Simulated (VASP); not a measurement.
# ZrB (Fm-3m) in VASP: notebook

ZrB is run at these levels: r2SCAN; tasks: single point.

Program: VASP 6.6.1. These are calculated values, not measurements. Logs are shortened: lines on timing, memory, paths and dates and some standing lists are left out, and cuts for length are marked.

## 1. The cell of the first run

It takes space group Fm-3m (No. 225, cubic). Conventional cell: a = 4.587 Å, b = 4.587 Å, c = 4.587 Å, α = 90.00°, β = 90.00°, γ = 90.00°. Within 3.0 Å of Zr (site symmetry m-3m) lie 6 B at 2.29 Å. Within 3.0 Å of B (site symmetry m-3m) lie 6 Zr at 2.29 Å.

## 2. Single point, r2SCAN

The input, POSCAR:

```
ZrB
1.0
    0.0000000000      2.2935772291      2.2935772291
    2.2935772291      0.0000000000      2.2935772291
    2.2935772291      2.2935772291      0.0000000000
Zr B
1 1
Direct
    0.0000000000      0.0000000000      0.0000000000
    0.5000000000      0.5000000000      0.5000000000
```

The input, INCAR.step1:

```
  PREC = Accurate
  ENCUT = 520
  ISMEAR = -1
  SIGMA = 0.05
  LREAL = False
  LASPH = True
  NELM = 80
  NBANDS = 14
  GGA = PE
  ALGO = Normal
  EDIFF = 1E-4
  LWAVE = True
  LCHARG = False
```

The input, INCAR.step2:

```
  PREC = Accurate
  ENCUT = 520
  EDIFF = 1E-7
  ISMEAR = -1
  SIGMA = 0.05
  LREAL = False
  LASPH = True
  NELM = 80
  ALGO = Normal
  ISIF = 2
  LWAVE = False
  LCHARG = False
  METAGGA = R2SCAN
  LMIXTAU = True
  NBANDS = 14
  ISTART = 1
```

The input, KPOINTS:

```
regular mesh
0
Gamma
  10 10 10
```

Potentials or basis: VASP PAW PBE potentials, release 64 (Zr_sv, B).

Run with:

```bash
$ cat potpaw_PBE.64/Zr_sv/POTCAR potpaw_PBE.64/B/POTCAR > POTCAR
$ cp INCAR.step1 INCAR
$ mpirun -np 1 vasp_std > vasp.out
$ cp INCAR.step2 INCAR
$ mpirun -np 1 vasp_std > vasp.out
```

OUTCAR:

```text
PREC = Accurate
   ENCUT = 520
   EDIFF = 1E-7
   ISMEAR = -1
   LREAL = False
   LASPH = True
   NELM = 80
   ISIF = 2
   METAGGA = R2SCAN
   ISTART = 1

 ion  position               nearest neighbor table
   1  0.000  0.000  0.000-   2 2.29   2 2.29   2 2.29   2 2.29   2 2.29   2 2.29
   2  0.500  0.500  0.500-   1 2.29   1 2.29   1 2.29   1 2.29   1 2.29   1 2.29

  LATTYP: Found a face centered cubic cell.
 ALAT       =     4.5871544582

  Lattice vectors:

 A1 = (   0.0000000000,   2.2935772291,   2.2935772291)
 A2 = (   2.2935772291,   0.0000000000,   2.2935772291)
 A3 = (   2.2935772291,   2.2935772291,   0.0000000000)

Analysis of symmetry for initial positions (statically):
=====================================================================
 Subroutine PRICEL returns:
 Original cell was already a primitive cell.

 Routine SETGRP: Setting up the symmetry group for a
 face centered cubic supercell.

 Subroutine GETGRP returns: Found 48 space group operations
 (whereof 48 operations were pure point group operations)
 out of a pool of 48 trial point group operations.

The static configuration has the point symmetry O_h .

Analysis of symmetry for dynamics (positions and initial velocities):
=====================================================================
 Subroutine PRICEL returns:
 Original cell was already a primitive cell.

 Routine SETGRP: Setting up the symmetry group for a
 face centered cubic supercell.

 Subroutine GETGRP returns: Found 48 space group operations
 (whereof 48 operations were pure point group operations)
 out of a pool of 48 trial point group operations.

The dynamic configuration has the point symmetry O_h .

 Subroutine INISYM returns: Found 48 space group operations
 (whereof 48 operations are pure point group operations),
 and found     1 'primitive' translations

----------------------------------------------------------------------------------------

                                     Primitive cell

  volume of cell :      24.1307

  direct lattice vectors                    reciprocal lattice vectors
     0.000000000  2.293577229  2.293577229    -0.218000072  0.218000072  0.218000072
     2.293577229  0.000000000  2.293577229     0.218000072 -0.218000072  0.218000072
     2.293577229  2.293577229  0.000000000     0.218000072  0.218000072 -0.218000072

  length of vectors
     3.243608024  3.243608024  3.243608024     0.377587200  0.377587200  0.377587200

  position of ions in fractional coordinates (direct lattice)
     0.000000000  0.000000000  0.000000000
     0.500000000  0.500000000  0.500000000

  ion indices of the primitive-cell ions
   primitive index   ion index
                 1           1
                 2           2

----------------------------------------------------------------------------------------

 KPOINTS: regular mesh

Automatic generation of k-mesh.
 Grid dimensions read from file:
 generate k-points for:   10   10   10

 Generating k-lattice:

  Cartesian coordinates                     Fractional coordinates (reciprocal lattice)
    -0.021800007  0.021800007  0.021800007     0.100000000  0.000000000  0.000000000
     0.021800007 -0.021800007  0.021800007     0.000000000  0.100000000  0.000000000
     0.021800007  0.021800007 -0.021800007     0.000000000  0.000000000  0.100000000

  Length of vectors
     0.037758720  0.037758720  0.037758720

  Shift w.r.t. Gamma in fractional coordinates (k-lattice)
     0.000000000  0.000000000  0.000000000

 Subroutine IBZKPT returns following result:
 ===========================================

 Found     47 irreducible k-points:

 Following reciprocal coordinates:
            Coordinates               Weight
  0.000000  0.000000  0.000000      1.000000
  0.100000  0.000000  0.000000      8.000000
  0.200000  0.000000  0.000000      8.000000
  0.300000  0.000000  0.000000      8.000000
  0.400000  0.000000  0.000000      8.000000
  0.500000  0.000000  0.000000      4.000000
[... 16 lines left out ...]
  0.300000  0.300000  0.000000      6.000000
  0.400000  0.300000  0.000000     24.000000
 [... further k-points ...]
   k-points           NKPTS =     47   k-points in BZ     NKDIM =     47   number of bands    NBANDS=     14
   number of dos      NEDOS =    301   number of ions     NIONS =      2
   total plane-waves  NPLWV =  13824
   dimension x,y,z NGX =    24 NGY =   24 NGZ =   24
   dimension x,y,z NGXF=    48 NGYF=   48 NGZF=   48
   ions per type =               1   1
   NGX,Y,Z   is equivalent  to a cutoff of  12.30, 12.30, 12.30 a.u.
   NGXF,Y,Z  is equivalent  to a cutoff of  24.60, 24.60, 24.60 a.u.
 SYSTEM =  unknown system
   PREC   = accura    normal or accurate (medium, high low for compatibility)
   ISTART =      1    job   : 0-new  1-cont  2-samecut
   ICHARG =      0    charge: 1-file 2-atom 10-const
   ISPIN  =      1    spin polarized calculation?
   LNONCOLLINEAR =      F non collinear calculations
   LSORBIT =      F    spin-orbit coupling
   LASPH  =      T    aspherical Exc in radial PAW
   ENCUT  =  520.0 eV  38.22 Ry    6.18 a.u.   6.03  6.03  6.03*2*pi/ulx,y,z
   NELM   =     80;   NELMIN=  2; NELMDL=  0     # of ELM steps
   EDIFF  = 0.1E-06   stopping-criterion for ELM
   LREAL  =      F    real-space projection
   EDIFFG = 0.1E-05   stopping-criterion for IOM
   NSW    =      0    number of steps for IOM
   IBRION =     -1    ionic relax: 0-MD 1-quasi-New 2-CG
   NFREE  =      0    steps in history (QN), initial steepest desc. (CG)
   ISIF   =      2    stress and relaxation
   ISYM   =      2    0-nonsym 1-usesym 2-fastsym
   POTIM  = 0.5000    time-step for ionic-motion
   TEBEG  =    0.0;   TEEND  =   0.0 temperature during run
   PSTRESS=    0.0 pullay stress
   NELECT =      15.0000    total number of electrons
   NUPDOWN=      -1.0000    fix difference up-down
   EMIN   =  10.00;   EMAX   =-10.00  energy-range for DOS
   EFERMI =   0.00;   METHOD = LEGACY
   ISMEAR =    -1;   SIGMA  =   0.05  broadening in eV -4-tet -1-fermi 0-gaus
   EFERMI_NEDOS =   21; number of points for ismear=-14 and -15
   IALGO  =     38    algorithm
   IMIX   =      4    mixing-type and parameters
     AMIX     =   0.40;   BMIX     =  1.00
     AMIX_MAG =   1.60;   BMIX_MAG =  1.00
  volume/ion in A,a.u.               =      12.07        81.42
  Fermi-wavevector in a.u.,A,eV,Ry     =   1.397168  2.640264 26.559630  1.952078
  Thomas-Fermi vector in A             =   2.520450
   LORBIT       =      0    0 simple, 1 ext, 2 COOP (PROOUT), +10 PAW based schemes
   METAGGA = R2SCAN    functional components
   LHFCALC =     F    Hartree Fock is set to
   AEXX    =    0.0000 exact exchange contribution
   IVDW    =     0    specifies the selected vdW correction
   LEPSILON=     F    determine dielectric tensor
   LRPA    =     F    only Hartree local field effects (RPA)
 non-spin polarized calculation
  energy-cutoff  :      520.00
  volume of cell :       24.13
 maximum number of plane-waves:       666
   NGX = 13   NGY = 13   NGZ = 13

 number of electron      15.0000000 magnetization

 Free energy of the ion-electron system (eV)
  ---------------------------------------------------
  ext. energy  EPLUGINS =         0.00000000
  ---------------------------------------------------
  free energy    TOTEN  =       -30.26142445 eV

  energy without entropy =      -30.25263975  energy(sigma->0) =      -30.25703210

 E-fermi :   9.4416     XC(G=0): -13.3678

 val. band max:        9.4400949446   @ k =   0.5000   0.3000   0.1000
 cond. band min:       9.5406764043   @ k =   0.3000   0.1000   0.0000
 fundamental gap:      0.1005814597
 Fermi energy:         9.4415595755

 k-point     1 :       0.0000    0.0000    0.0000
  band No.  band energies     occupation
      1     -38.7866      2.00000
      2     -15.7797      2.00000
      3     -15.7797      2.00000
      4     -15.7797      2.00000
      5       0.4648      2.00000
      6      11.6570      0.00000
      7      11.6570      0.00000
      8      11.6570      0.00000
      9      13.4697      0.00000
     10      13.4697      0.00000
     11      13.5438      0.00000
     12      13.5438      0.00000
     13      13.5438      0.00000
     14      21.1912      0.00000

 k-point     2 :       0.1000    0.0000    0.0000
  band No.  band energies     occupation
      1     -38.7720      2.00000
      2     -15.9007      2.00000
      3     -15.7900      2.00000
      4     -15.7900      2.00000
      5       0.7675      2.00000
      6      10.7700      0.00000
      7      11.2428      0.00000
      8      11.2428      0.00000
      9      12.3145      0.00000
     10      12.3145      0.00000
     11      13.9895      0.00000
     12      15.7057      0.00000
     13      15.7057      0.00000
     14      21.9302      0.00000

 k-point     3 :       0.2000    0.0000    0.0000
  band No.  band energies     occupation
      1     -38.7334      2.00000
      2     -16.2065      2.00000
      3     -15.8169      2.00000
      4     -15.8169      2.00000
      5       1.5947      2.00000
      6       9.2708      1.93631
      7       9.8595      0.00047
      8       9.8595      0.00047
      9      12.9280      0.00000
     10      12.9280      0.00000
     11      14.5208      0.00000
     12      18.1868      0.00000
     13      18.1868      0.00000
     14      23.5492      0.00000
[... 324 lines left out ...]
 k-point    23 :       0.3000    0.3000    0.0000
  band No.  band energies     occupation
      1     -38.6510      2.00000
      2     -16.4864      2.00000
      3     -16.0416      2.00000
      4     -16.0416      2.00000
      5       2.5867      2.00000
      6       7.4759      2.00000
      7       9.1267      1.99632
      8      11.3587      0.00000
      9      11.3587      0.00000
     10      14.6305      0.00000
     11      17.3437      0.00000
     12      17.3437      0.00000
     13      21.5385      0.00000
     14      26.9268      0.00000

 k-point    24 :       0.4000    0.3000    0.0000
  band No.  band energies     occupation
      1     -38.6197      2.00000
      2     -16.6329      2.00000
      3     -16.1195      2.00000
      4     -16.0822      2.00000
      5       2.7730      2.00000
      6       7.6816      2.00000
      7       8.6557      2.00000
      8      10.9515      0.00000
      9      11.8668      0.00000
     10      15.6089      0.00000
     11      17.4799      0.00000
     12      17.7197      0.00000
     13      22.2038      0.00000
     14      25.3659      0.00000

 [... further k-points ...]

------------------------ aborting loop because EDIFF is reached ----------------------------------------

  FORCE on cell =-STRESS in cart. coord.  units (eV):
  Direction    XX          YY          ZZ          XY          YZ          ZX
  --------------------------------------------------------------------------------------
  -------------------------------------------------------------------------------------
  Total        7.4275778      7.4275778      7.4275778      0.0000000      0.0000000     -0.0000000
  in kB      493.1598241    493.1598241    493.1598241      0.0000000      0.0000000     -0.0000000
  external PRESSURE =     493.1598241 kB  Pullay stress =       0.0000000 kB

 VOLUME and BASIS-vectors are now :
 -----------------------------------------------------------------------------
  energy-cutoff  :      520.00
  volume of cell :       24.13
      direct lattice vectors                 reciprocal lattice vectors
     0.000000000  2.293577229  2.293577229    -0.218000072  0.218000072  0.218000072
     2.293577229  0.000000000  2.293577229     0.218000072 -0.218000072  0.218000072
     2.293577229  2.293577229  0.000000000     0.218000072  0.218000072 -0.218000072

 POSITION                                       TOTAL-FORCE (eV/Angst)
 -----------------------------------------------------------------------------------
      0.00000      0.00000      0.00000        -0.000000      0.000000     -0.000000
      2.29358      2.29358      2.29358         0.000000     -0.000000      0.000000
 -----------------------------------------------------------------------------------
    total drift:                                0.000000     -0.000000     -0.000000

  FREE ENERGIE OF THE ION-ELECTRON SYSTEM (eV)
  ---------------------------------------------------
  free  energy   TOTEN  =       -30.2614244495 eV

  energy  without entropy=      -30.2526397512  energy(sigma->0) =      -30.25703210
```

Wall time 1.9 min (1 thread of AMD EPYC 7R13, shared host); peak memory 0.12 GiB.

What came out:

```
Free energy : -30.2614 eV
Pressure    : 49.3 GPa
```

Caveat: the PAW data sets were made with another functional, which shifts forces and pressure a little.

## 3. Single point, r2SCAN

This run uses another cell than the first one, of 12.32 Å³/atom, 1.021 times its volume.

The input, POSCAR:

```
ZrB
1.0
    0.0000000000      2.3093955030      2.3093955030
    2.3093955030      0.0000000000      2.3093955030
    2.3093955030      2.3093955030      0.0000000000
Zr B
1 1
Direct
    0.0000000000      0.0000000000      0.0000000000
    0.5000000000      0.5000000000      0.5000000000
```

The input, INCAR.step1:

```
SYSTEM = ZrB
ALGO     = Normal         ! electronic algorithm
EDIFF    = 1E-4           ! SCF threshold, eV
ENCUT    = 520            ! plane-wave cutoff, eV
GGA      = PE             ! functional
ISMEAR   = -1             ! smearing method
LASPH    = .True.         ! aspherical terms in the spheres
LCHARG   = .False.        ! write CHGCAR
LREAL    = .False.        ! projectors in reciprocal space
LWAVE    = .True.         ! write WAVECAR
NBANDS   = 14             ! bands
NELM     = 60             ! most SCF steps
PREC     = Accurate       ! precision mode
SIGMA    = 0.05           ! smearing width, eV
```

The input, INCAR.step2:

```
SYSTEM = ZrB
ALGO     = Normal         ! electronic algorithm
EDIFF    = 1E-6           ! SCF threshold, eV
ENCUT    = 520            ! plane-wave cutoff, eV
ISIF     = 2              ! what is computed and relaxed
ISMEAR   = -1             ! smearing method
ISTART   = 1            
LASPH    = .True.         ! aspherical terms in the spheres
LCHARG   = .False.        ! write CHGCAR
LMIXTAU  = .True.       
LREAL    = .False.        ! projectors in reciprocal space
LWAVE    = .False.        ! write WAVECAR
METAGGA  = R2SCAN         ! meta-GGA
NBANDS   = 14             ! bands
NELM     = 60             ! most SCF steps
PREC     = Accurate       ! precision mode
SIGMA    = 0.05           ! smearing width, eV
```

The input, KPOINTS:

```
k-points
0
Gamma
  10 10 10
  0 0 0
```

Potentials or basis: VASP PAW PBE potentials, release 64 (Zr_sv, B).

Run with:

```bash
$ cat potpaw_PBE.64/Zr_sv/POTCAR potpaw_PBE.64/B/POTCAR > POTCAR
$ cp INCAR.step1 INCAR
$ mpirun -np 1 vasp_std > vasp.out
$ cp INCAR.step2 INCAR
$ mpirun -np 1 vasp_std > vasp.out
```

OUTCAR:

```text
SYSTEM = ZrB
   EDIFF = 1E-6
   ENCUT = 520
   ISIF = 2
   ISMEAR = -1
   ISTART = 1
   LASPH = .True.
   LREAL = .False.
   METAGGA = R2SCAN
   NELM = 60
   PREC = Accurate

 ion  position               nearest neighbor table
   1  0.000  0.000  0.000-   2 2.31   2 2.31   2 2.31   2 2.31   2 2.31   2 2.31
   2  0.500  0.500  0.500-   1 2.31   1 2.31   1 2.31   1 2.31   1 2.31   1 2.31

  LATTYP: Found a face centered cubic cell.
 ALAT       =     4.6187910060

  Lattice vectors:

 A1 = (   0.0000000000,   2.3093955030,   2.3093955030)
 A2 = (   2.3093955030,   0.0000000000,   2.3093955030)
[... 585 lines left out ...]
     11      17.0864      0.00000
     12      17.3241      0.00000
     13      21.6940      0.00000
     14      24.7833      0.00000

 [... further k-points ...]
[... 5 lines left out ...]
  --------------------------------------------------------------------------------------
  -------------------------------------------------------------------------------------
  Total        6.5619848      6.5619848      6.5619848      0.0000000      0.0000000     -0.0000000
  in kB      426.7965112    426.7965112    426.7965112      0.0000000      0.0000000     -0.0000000
  external PRESSURE =     426.7965112 kB  Pullay stress =       0.0000000 kB

 VOLUME and BASIS-vectors are now :
 -----------------------------------------------------------------------------
  energy-cutoff  :      520.00
  volume of cell :       24.63
      direct lattice vectors                 reciprocal lattice vectors
     0.000000000  2.309395503  2.309395503    -0.216506873  0.216506873  0.216506873
     2.309395503  0.000000000  2.309395503     0.216506873 -0.216506873  0.216506873
     2.309395503  2.309395503  0.000000000     0.216506873  0.216506873 -0.216506873

 POSITION                                       TOTAL-FORCE (eV/Angst)
 -----------------------------------------------------------------------------------
      0.00000      0.00000      0.00000         0.000000      0.000000     -0.000000
      2.30940      2.30940      2.30940        -0.000000     -0.000000      0.000000
 -----------------------------------------------------------------------------------
    total drift:                                0.000000     -0.000000     -0.000000

  FREE ENERGIE OF THE ION-ELECTRON SYSTEM (eV)
  ---------------------------------------------------
  free  energy   TOTEN  =       -30.4058230673 eV

  energy  without entropy=      -30.3967441968  energy(sigma->0) =      -30.40128363
```

OUTCAR.step1:

```text
SYSTEM = ZrB
   EDIFF = 1E-4
   ENCUT = 520
   GGA = PE
   ISMEAR = -1
   LASPH = .True.
   LREAL = .False.
[... 627 lines left out ...]
      0.00000      0.00000      0.00000         0.000000     -0.000000      0.000000
      2.30940      2.30940      2.30940        -0.000000      0.000000     -0.000000
 -----------------------------------------------------------------------------------
    total drift:                                0.000000     -0.000000     -0.000000

  FREE ENERGIE OF THE ION-ELECTRON SYSTEM (eV)
  ---------------------------------------------------
  free  energy   TOTEN  =       -15.4681995676 eV

  energy  without entropy=      -15.4599853363  energy(sigma->0) =      -15.46409245
```

It took 2 min on 1 thread of AMD EPYC 7R13, shared host; peak memory 0.12 GiB.

Results:

| Item | Value |
| --- | --- |
| Free energy | -30.4058 eV |
| Pressure | 42.7 GPa |

Caveat: the PAW data sets were made with another functional, which shifts forces and pressure a little.
